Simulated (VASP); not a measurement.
# MgO in VASP: notebook, part 2 of 2

VASP 6.6.1. Earlier steps stand in the parts before.

## 5. Single point, PBE (11.81 Å³/atom)

File INCAR:

```
PREC = Accurate
ENCUT = 520
EDIFF = 1E-6
ISMEAR = 0
SIGMA = 0.02
LREAL = False
LASPH = True
NELM = 100
ALGO = Normal
ISIF = 2
LWAVE = False
LCHARG = False
GGA = PE
NBANDS = 16
```

File KPOINTS:

```
regular mesh
0
Gamma
  12 12 6
```

File POSCAR:

```
MgO
1.0
    3.2940786403      0.0000000000      0.0000000000
   -1.6470393202      2.8527557846      0.0000000000
    0.0000000000      0.0000000000      5.0281925460
Mg O
2 2
Direct
    0.3333333333      0.6666666667      0.0044014356
    0.6666666667      0.3333333333      0.5044014356
    0.3333333333      0.6666666667      0.4001985544
    0.6666666667      0.3333333333      0.9001985544
```

Potentials or basis: VASP PAW PBE potentials, release 64 (Mg, O).

On the command line:

```sh
$ cat potpaw_PBE.64/Mg/POTCAR potpaw_PBE.64/O/POTCAR > POTCAR
$ mpirun -np 1 vasp_std > vasp.out
```

OUTCAR:

```text
PREC = Accurate
   ENCUT = 520
   EDIFF = 1E-6
   ISMEAR = 0
   LREAL = False
   LASPH = True
   NELM = 100
   ISIF = 2
   GGA = PE

 ion  position               nearest neighbor table
   1  0.333  0.667  0.004-   4 1.97   4 1.97   4 1.97   3 1.99   2 3.15   2 3.15   2 3.15   2 3.15
                             2 3.15   2 3.15
   2  0.667  0.333  0.504-   3 1.97   3 1.97   3 1.97   4 1.99   1 3.15   1 3.15   1 3.15   1 3.15
                             1 3.15   1 3.15
   3  0.333  0.667  0.400-   2 1.97   2 1.97   2 1.97   1 1.99
   4  0.667  0.333  0.900-   1 1.97   1 1.97   1 1.97   2 1.99

  LATTYP: Found a hexagonal cell.
 ALAT       =     3.2940786403
 C/A-ratio  =     1.5264336693

  Lattice vectors:

 A1 = (   3.2940786403,   0.0000000000,   0.0000000000)
 A2 = (  -1.6470393202,   2.8527557846,   0.0000000000)
 A3 = (   0.0000000000,   0.0000000000,   5.0281925460)

Analysis of symmetry for initial positions (statically):
=====================================================================
 Subroutine PRICEL returns:
 Original cell was already a primitive cell.

 Routine SETGRP: Setting up the symmetry group for a
 hexagonal supercell.

[... 168 lines left out ...]
  free energy    TOTEN  =       -23.52121542 eV

  energy without entropy =      -23.52121542  energy(sigma->0) =      -23.52121542

 E-fermi :   1.2371     XC(G=0):  -9.7390

 val. band max:        1.0989009593   @ k =   0.0000   0.0000   0.0000
 cond. band min:       4.6121329226   @ k =   0.0000   0.0000   0.0000
 fundamental gap:      3.5132319634
 Fermi energy:         1.2370635562

 k-point     1 :       0.0000    0.0000    0.0000
  band No.  band energies     occupation
      1     -15.1199      2.00000
      2     -14.3323      2.00000
      3      -2.1516      2.00000
      4       0.4007      2.00000
      5       0.4007      2.00000
      6       0.7185      2.00000
[... 433 lines left out ...]
      3      -1.6526      2.00000
      4      -1.1820      2.00000
      5      -0.5737      2.00000
      6       0.0230      2.00000
[... 8 lines left out ...]
     15      15.6700      0.00000
     16      16.7804      0.00000

 [... further k-points ...]
[... 5 lines left out ...]
  --------------------------------------------------------------------------------------
  -------------------------------------------------------------------------------------
  Total        0.9244033      0.9244033      0.9216330     -0.0000000      0.0000000      0.0000000
  in kB       31.3445193     31.3445193     31.2505844     -0.0000000      0.0000000      0.0000000
  external PRESSURE =      31.3132077 kB  Pullay stress =       0.0000000 kB

 VOLUME and BASIS-vectors are now :
 -----------------------------------------------------------------------------
  energy-cutoff  :      520.00
  volume of cell :       47.25
      direct lattice vectors                 reciprocal lattice vectors
     3.294078640  0.000000000  0.000000000     0.303575023  0.175269121  0.000000000
    -1.647039320  2.852755785  0.000000000     0.000000000  0.350538243  0.000000000
     0.000000000  0.000000000  5.028192546     0.000000000  0.000000000  0.198878621

 POSITION                                       TOTAL-FORCE (eV/Angst)
 -----------------------------------------------------------------------------------
     -0.00000      1.90184      0.02213        -0.000000      0.000000     -0.005283
      1.64704      0.95092      2.53623         0.000000     -0.000000     -0.005283
     -0.00000      1.90184      2.01228        -0.000000      0.000000      0.005283
      1.64704      0.95092      4.52637         0.000000     -0.000000      0.005283
 -----------------------------------------------------------------------------------
    total drift:                               -0.000000      0.000000      0.002155

  FREE ENERGIE OF THE ION-ELECTRON SYSTEM (eV)
  ---------------------------------------------------
  free  energy   TOTEN  =       -23.5212154151 eV

  energy  without entropy=      -23.5212154151  energy(sigma->0) =      -23.52121542
```

OSZICAR:

```text
N       E                     dE             d eps       ncg     rms          rms(c)
DAV:   1     0.607752966902E+02    0.60775E+02   -0.74992E+03  2432   0.884E+02
DAV:   2    -0.237688005660E+02   -0.84544E+02   -0.78290E+02  3296   0.195E+02
DAV:   3    -0.277831873313E+02   -0.40144E+01   -0.40047E+01  2808   0.441E+01
DAV:   4    -0.277998392920E+02   -0.16652E-01   -0.16652E-01  2968   0.333E+00
DAV:   5    -0.277999221157E+02   -0.82824E-04   -0.82824E-04  2792   0.226E-01    0.117E+01
DAV:   6    -0.235747374709E+02    0.42252E+01   -0.12249E+01  2432   0.262E+01    0.386E+00
DAV:   7    -0.235272229898E+02    0.47514E-01   -0.16730E-01  2464   0.327E+00    0.220E+00
DAV:   8    -0.235228609117E+02    0.43621E-02   -0.95603E-02  2600   0.337E+00    0.503E-01
DAV:   9    -0.235204457840E+02    0.24151E-02   -0.31021E-03  3016   0.511E-01    0.175E-01
DAV:  10    -0.235211929916E+02   -0.74721E-03   -0.15533E-03  2504   0.255E-01    0.303E-02
DAV:  11    -0.235212147914E+02   -0.21800E-04   -0.14855E-05  2856   0.272E-02    0.202E-02
DAV:  12    -0.235212154151E+02   -0.62370E-06   -0.90456E-06  2488   0.260E-02
   1 F= -.23521215E+02 E0= -.23521215E+02  d E =-.245713E-25
```

Run time: 86 s. Hardware: 1 thread of Intel Xeon 8259CL, shared host; peak memory 0.19 GiB.

What came out:

- Free energy: -23.5212 eV
- Pressure: 3.1 GPa
- Largest force: 0.005 eV/Å
- Band gap on the k mesh: 3.51 eV

Forces on the atoms (eV/Å):
```
Mg   0.000  0.000 -0.005
Mg   0.000  0.000 -0.005
O    0.000  0.000  0.005
O    0.000  0.000  0.005
```

Caveat: the cell stands under pressure. A k mesh can miss the band edges.

## 6. The runs side by side

```csv
cell,k mesh,smearing,gap on the mesh (eV),pressure (GPa),largest force (eV/Å)
"a = 3.308, b = 3.308, c = 4.983 Å, angles 90.0, 90.0, 120.0°, 4 atoms, atomic positions A",6 × 6 × 4,gaussian 0.1 eV,3.46,2.9,0.01
"a = 3.315, b = 5.118, c = 5.742 Å, 8 atoms, atomic positions B",4 × 4 × 2,gaussian 0.1 eV,3.39,-0.4,-
"a = 3.317, b = 5.117, c = 5.740 Å, 8 atoms, atomic positions C",4 × 4 × 2,gaussian 0.1 eV,3.39,-0.4,-
"a = 3.294, b = 3.294, c = 5.028 Å, angles 90.0, 90.0, 120.0°, 4 atoms, atomic positions D",12 × 12 × 6,gaussian 0.02 eV,3.51,3.1,0.01
```

Alike in all rows: task single point; level PBE; potentials or basis VASP PAW PBE potentials, release 64 (Mg, O); no spin polarisation; cutoff (eV) 520.

Caveats: some runs use coarse meshes; the cell stands under pressure (at least some runs).

Total energies depend on the potentials used, so only differences within one code and one set of settings carry meaning.
